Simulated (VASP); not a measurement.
# P (Fm-3m) in VASP: notebook, part 2 of 2

VASP 6.6.1.

## 3. Single point, RPBE (volume scaled by 0.92)

File INCAR:

```
SYSTEM = P
  PREC = Accurate
  ENCUT = 520
  EDIFF = 1E-6
  ISMEAR = -1
  SIGMA = 0.1
  LREAL = .FALSE.
  LASPH = .TRUE.
  NELM = 100
  ALGO = Normal
  ISIF = 2
  LWAVE = .FALSE.
  LCHARG = .TRUE.
  GGA = RP
  LELF = .TRUE.
  LVHAR = .TRUE.
  NBANDS = 8
```

File KPOINTS:

```
regular mesh
0
G
  16 16 16
  0 0 0
```

File POSCAR:

```
P
1.0
    0.0000000000      1.8938925865      1.8938925865
    1.8938925865      0.0000000000      1.8938925865
    1.8938925865      1.8938925865      0.0000000000
P
1
Direct
    0.0000000000      0.0000000000      0.0000000000
```

Potentials or basis: VASP PAW PBE potentials, release 64 (P).

Command:

```console
> cat potpaw_PBE.64/P/POTCAR > POTCAR
> mpirun -np 1 vasp_std > vasp.out
```

OUTCAR:

```text
SYSTEM = P
   PREC = Accurate
   ENCUT = 520
   EDIFF = 1E-6
   ISMEAR = -1
   LREAL = .FALSE.
   LASPH = .TRUE.
   NELM = 100
   ISIF = 2
   GGA = RP

 ion  position               nearest neighbor table
   1  0.000  0.000  0.000-

  LATTYP: Found a face centered cubic cell.
 ALAT       =     3.7877851730

  Lattice vectors:

 A1 = (   0.0000000000,   1.8938925865,   1.8938925865)
 A2 = (   1.8938925865,   0.0000000000,   1.8938925865)
 A3 = (   1.8938925865,   1.8938925865,   0.0000000000)

Analysis of symmetry for initial positions (statically):
=====================================================================
 Subroutine PRICEL returns:
 Original cell was already a primitive cell.

 Routine SETGRP: Setting up the symmetry group for a
 face centered cubic supercell.

 Subroutine GETGRP returns: Found 48 space group operations
 (whereof 48 operations were pure point group operations)
 out of a pool of 48 trial point group operations.

The static configuration has the point symmetry O_h .

Analysis of symmetry for dynamics (positions and initial velocities):
=====================================================================
 Subroutine PRICEL returns:
 Original cell was already a primitive cell.

 Routine SETGRP: Setting up the symmetry group for a
 face centered cubic supercell.

 Subroutine GETGRP returns: Found 48 space group operations
 (whereof 48 operations were pure point group operations)
 out of a pool of 48 trial point group operations.

The dynamic configuration has the point symmetry O_h .

 Subroutine INISYM returns: Found 48 space group operations
 (whereof 48 operations are pure point group operations),
 and found     1 'primitive' translations

----------------------------------------------------------------------------------------

                                     Primitive cell

[... 102 lines left out ...]
   EFERMI =   0.00;   METHOD = LEGACY
   ISMEAR =    -1;   SIGMA  =   0.10  broadening in eV -4-tet -1-fermi 0-gaus
   EFERMI_NEDOS =   21; number of points for ismear=-14 and -15
   IALGO  =     38    algorithm
   IMIX   =      4    mixing-type and parameters
     AMIX     =   0.40;   BMIX     =  1.00
     AMIX_MAG =   1.60;   BMIX_MAG =  1.00
  volume/ion in A,a.u.               =      13.59        91.68
  Fermi-wavevector in a.u.,A,eV,Ry     =   1.173184  2.216996 18.726526  1.376361
  Thomas-Fermi vector in A             =   2.309601
   LORBIT       =      0    0 simple, 1 ext, 2 COOP (PROOUT), +10 PAW based schemes
   GGA     = RP    functional components
   LHFCALC =     F    Hartree Fock is set to
   AEXX    =    0.0000 exact exchange contribution
   IVDW    =     0    specifies the selected vdW correction
   LEPSILON=     F    determine dielectric tensor
   LRPA    =     F    only Hartree local field effects (RPA)
 non-spin polarized calculation
  energy-cutoff  :      520.00
  volume of cell :       13.59
 maximum number of plane-waves:       380
   NGX =  9   NGY =  9   NGZ =  9

 number of electron       5.0000000 magnetization

 Free energy of the ion-electron system (eV)
  ---------------------------------------------------
  ext. energy  EPLUGINS =         0.00000000
  ---------------------------------------------------
  free energy    TOTEN  =        -4.10732026 eV

  energy without entropy =       -4.08752276  energy(sigma->0) =       -4.09742151

 E-fermi :  10.8386     XC(G=0): -11.7775

 val. band max:       10.7756438374   @ k =   0.3750   0.2500   0.1250
 cond. band min:      10.8505901357   @ k =  -0.4375   0.5000   0.0625
 fundamental gap:      0.0749462982
 Fermi energy:        10.8385988313

 k-point     1 :       0.0000    0.0000    0.0000
  band No.  band energies     occupation
      1      -6.2145      2.00000
      2      18.3477      0.00000
      3      18.3477      0.00000
      4      18.3477      0.00000
      5      22.3571      0.00000
      6      22.3571      0.00000
      7      22.3571      0.00000
      8      28.9352      0.00000
[... 243 lines left out ...]
 k-point    24 :      -0.0625    0.0625    0.0000
  band No.  band energies     occupation
      1      -5.9073      2.00000
      2      16.4694      0.00000
      3      16.7845      0.00000
      4      18.3535      0.00000
      5      22.6045      0.00000
      6      22.6563      0.00000
      7      23.7170      0.00000
      8      27.4001      0.00000

 [... further k-points ...]
[... 5 lines left out ...]
  --------------------------------------------------------------------------------------
  -------------------------------------------------------------------------------------
  Total        0.7169183      0.7169183      0.7169183      0.0000000      0.0000000     -0.0000000
  in kB       84.5442758     84.5442758     84.5442758      0.0000000      0.0000000     -0.0000000
  external PRESSURE =      84.5442758 kB  Pullay stress =       0.0000000 kB

 VOLUME and BASIS-vectors are now :
 -----------------------------------------------------------------------------
  energy-cutoff  :      520.00
  volume of cell :       13.59
      direct lattice vectors                 reciprocal lattice vectors
     0.000000000  1.893892587  1.893892587    -0.264006525  0.264006525  0.264006525
     1.893892587  0.000000000  1.893892587     0.264006525 -0.264006525  0.264006525
     1.893892587  1.893892587  0.000000000     0.264006525  0.264006525 -0.264006525

 POSITION                                       TOTAL-FORCE (eV/Angst)
 -----------------------------------------------------------------------------------
      0.00000      0.00000      0.00000         0.000000      0.000000      0.000000
 -----------------------------------------------------------------------------------
    total drift:                                0.000000      0.000000     -0.000000

  FREE ENERGIE OF THE ION-ELECTRON SYSTEM (eV)
  ---------------------------------------------------
  free  energy   TOTEN  =        -4.1073202643 eV

  energy  without entropy=       -4.0875227643  energy(sigma->0) =       -4.09742151
```

OSZICAR:

```text
N       E                     dE             d eps       ncg     rms          rms(c)
DAV:   1     0.936267223893E+00    0.93627E+00   -0.21208E+03  2424   0.451E+02
DAV:   2    -0.408511351672E+01   -0.50214E+01   -0.47216E+01  3640   0.463E+01
DAV:   3    -0.411984946474E+01   -0.34736E-01   -0.34674E-01  2512   0.435E+00
DAV:   4    -0.411988957654E+01   -0.40112E-04   -0.40111E-04  3944   0.158E-01
DAV:   5    -0.411988958195E+01   -0.54070E-08   -0.43962E-08  2584   0.108E-03    0.505E+00
DAV:   6    -0.411114778960E+01    0.87418E-02   -0.50538E-03  2584   0.373E-01    0.289E+00
DAV:   7    -0.410730511467E+01    0.38427E-02   -0.87748E-03  2608   0.496E-01    0.936E-02
DAV:   8    -0.410731979419E+01   -0.14680E-04   -0.51192E-05  3528   0.584E-02    0.169E-02
DAV:   9    -0.410732083493E+01   -0.10407E-05   -0.65999E-07  2720   0.585E-03    0.434E-03
DAV:  10    -0.410732026433E+01    0.57060E-06   -0.13619E-07  1608   0.267E-03
   1 F= -.41073203E+01 E0= -.40974215E+01  d E =-.197975E-01
```

Run time: 4.7 s. Hardware: 1 thread of Intel Xeon 6975P-C (Granite Rapids), shared host; peak memory 0.12 GiB.

What came out:

| Quantity | Value |
| --- | --- |
| Free energy | -4.1073 eV |
| Pressure | 8.5 GPa |

Caveat: the PAW data sets were made with another functional, which shifts forces and pressure a little.

## 4. Single point, RPBE (volume scaled by 0.96)

File INCAR:

```
PREC     = Accurate       # precision mode
ENCUT    = 520            # plane-wave cutoff, eV
EDIFF    = 1E-7           # SCF threshold, eV
ISMEAR   = -1             # smearing method
SIGMA    = 0.1            # smearing width, eV
LREAL    = F              # projectors in reciprocal space
LASPH    = T              # aspherical terms in the spheres
NELM     = 100            # most SCF steps
ALGO     = Normal         # electronic algorithm
ISIF     = 2              # what is computed and relaxed
LWAVE    = F              # write WAVECAR
LCHARG   = T              # write CHGCAR
GGA      = RP             # functional
LELF     = T              # ELF
LVHAR    = T            
NBANDS   = 8              # bands
```

File KPOINTS:

```
Automatic mesh
0
Gamma
  16 16 16
```

File POSCAR:

```
P
1.0
    0.0000000000      1.9209518507      1.9209518507
    1.9209518507      0.0000000000      1.9209518507
    1.9209518507      1.9209518507      0.0000000000
P
1
Direct
    0.0000000000      0.0000000000      0.0000000000
```

Command:

```console
> cat potpaw_PBE.64/P/POTCAR > POTCAR
> mpirun -np 1 vasp_std > vasp.out
```

Run time: 5.3 s. Hardware: 1 thread of Intel Xeon 6975P-C (Granite Rapids), shared host; peak memory 0.12 GiB.

It converged, with:

| Quantity | Value |
| --- | --- |
| Free energy | -4.1298 eV |
| Pressure | 3.8 GPa |

Levels at points of the mesh, in eV from the Fermi level:
| k point | band 1 | band 2 | band 3 | band 4 | band 5 |
| --- | --- | --- | --- | --- | --- |
| (0.00, 0.00, 0.00) | -16.59 | 7.10 | 7.10 | 7.10 | 11.44 |
| (0.50, 0.00, 0.00) | -10.56 | -8.23 | 5.04 | 5.04 | 10.48 |
| (0.50, 0.50, 0.00) | -7.82 | -6.86 | 0.75 | 0.75 | 4.26 |

Caveat: the PAW data sets were made with another functional, which shifts forces and pressure a little.

## 5. The runs side by side

| cell | gap on the mesh (eV) | pressure (GPa) |
| --- | --- | --- |
| a = 2.639 Å, angles 60.0°, 1 atom | none | 14.1 |
| a = 2.678 Å, angles 60.0°, 1 atom | none | 8.5 |
| a = 2.717 Å, angles 60.0°, 1 atom | none | 3.8 |

Alike in all rows: task single point; level RPBE; potentials or basis VASP PAW PBE potentials, release 64 (P); no spin polarisation; k mesh 16 × 16 × 16; cutoff (eV) 520; smearing fermi-dirac 0.1 eV.

Caveats: the PAW data sets were made with another functional, which shifts forces and pressure a little.

Total energies depend on the potentials used, so only differences within one code and one set of settings carry meaning.
